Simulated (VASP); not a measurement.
Crystal: B3F2.

```xyz
10
Lattice="3.1877 0.0000 0.0000 -1.5939 2.7606 0.0000 0.0000 0.0000 9.5322" Properties=species:S:1:pos:R:3 pbc="T T T"
B     0.0000    0.0000    2.3831
B     0.0000    0.0000    7.1492
B     0.0000    1.8404    8.8650
B     1.5939    0.9202    4.0989
B     0.0000    1.8404    5.4334
B     1.5939    0.9202    0.6673
F     0.0000    1.8404    1.3631
F     1.5939    0.9202    6.1292
F     0.0000    1.8404    3.4030
F     1.5939    0.9202    8.1691
```

The cell was generated, and may not be a known phase.

```yaml
Program: VASP 6.6.1
Task: relaxation of cell and atoms
Functional: PBE
Potentials_or_basis: VASP PAW PBE potentials, release 64 (B, F)
Cutoff: 600 eV
k_mesh: 6 × 6 × 2
Occupations: gaussian, width 0.1 eV
Spin: no spin polarisation
```

At the start: pressure 46.7 GPa; volume 8.39 Å³/atom.

How do energy, volume and symmetry change on relaxing?

Over 60 steps the energy falls by 2228.7 meV/atom and the volume is 9.16 Å³/atom (+9.2 %); space group P6_3/mmc (No. 194, to 0.1 Å) before and after.

The path:
| step | energy change (eV) | largest force (eV/Å) | pressure (GPa) | volume (Å³) |
| --- | --- | --- | --- | --- |
| 1 | 0.0000 | 0.6117 | 46.71 | 83.88 |
| 3 | -4.6537 | 0.4338 | -3.16 | 128.66 |
| 5 | -4.9241 | 0.6910 | -1.61 | 124.08 |
| 7 | -7.6486 | 3.4699 | -17.35 | 115.42 |
| 9 | -8.5890 | 3.4007 | -20.87 | 114.06 |
| 11 | -8.9314 | 3.2699 | -24.53 | 112.23 |
| 13 | -9.0311 | 3.1938 | -25.93 | 111.68 |
| 15 | -9.2976 | 2.9322 | -32.20 | 109.04 |
| 17 | -10.0896 | 2.9169 | -31.74 | 105.54 |
| 19 | -11.9888 | 0.3407 | -16.66 | 90.49 |
| 21 | -12.4287 | 0.3069 | -16.05 | 91.09 |
| 23 | -12.9684 | 1.6855 | 13.64 | 83.43 |
| 25 | -13.4235 | 1.1021 | 2.09 | 86.55 |
| 27 | -13.9935 | 1.1397 | 8.65 | 87.33 |
| 29 | -18.0909 | 3.0528 | 11.99 | 90.05 |
| 31 | -19.5445 | 2.0986 | 10.03 | 91.13 |
| 33 | -19.7762 | 2.5209 | 9.66 | 91.53 |
| 35 | -19.9047 | 2.2537 | 7.67 | 92.85 |
| 37 | -20.2277 | 1.7710 | 5.52 | 94.37 |
| 39 | -20.8403 | 1.0864 | -0.28 | 101.40 |
| 41 | -21.3057 | 0.1646 | -1.16 | 103.14 |
| 43 | -21.3628 | 0.7898 | -0.36 | 103.58 |
| 45 | -21.4561 | 1.3714 | -0.99 | 104.23 |
| 47 | -21.5265 | 2.4819 | -11.03 | 106.10 |
| 49 | -21.7719 | 1.1034 | -6.82 | 104.57 |
| 51 | -22.0512 | 0.5573 | -5.50 | 99.97 |
| 53 | -22.1281 | 0.5395 | 0.22 | 96.18 |
| 55 | -22.2514 | 0.1764 | 0.85 | 93.30 |
| 57 | -22.2766 | 0.3141 | 1.24 | 91.73 |
| 59 | -22.2860 | 0.0457 | -0.39 | 91.78 |
| 60 | -22.2866 | 0.0303 | -0.35 | 91.64 |

Final structure:
```cif
data_structure
_symmetry_space_group_name_H-M 'P 1'
_symmetry_Int_Tables_number 1
_cell_length_a 2.7141
_cell_length_b 2.7141
_cell_length_c 14.3651
_cell_angle_alpha 90.000
_cell_angle_beta 90.000
_cell_angle_gamma 120.000
_cell_volume 91.64
loop_
_atom_site_label
_atom_site_type_symbol
_atom_site_fract_x
_atom_site_fract_y
_atom_site_fract_z
_atom_site_occupancy
B1 B 0.00000 0.00000 0.25000 1
B2 B 0.00000 0.00000 0.75000 1
B3 B 0.33333 0.66667 0.02774 1
B4 B 0.66667 0.33333 0.52774 1
B5 B 0.33333 0.66667 0.47226 1
B6 B 0.66667 0.33333 0.97226 1
F1 F 0.33333 0.66667 0.12293 1
F2 F 0.66667 0.33333 0.62293 1
F3 F 0.33333 0.66667 0.37707 1
F4 F 0.66667 0.33333 0.87707 1
```

Caveat: the k points lie up to 0.45 Å⁻¹ apart in the final cell, too coarse for converged energies and pressures of a metal; a cell axis changed by over 15 % at a fixed basis, so the end point is rough.
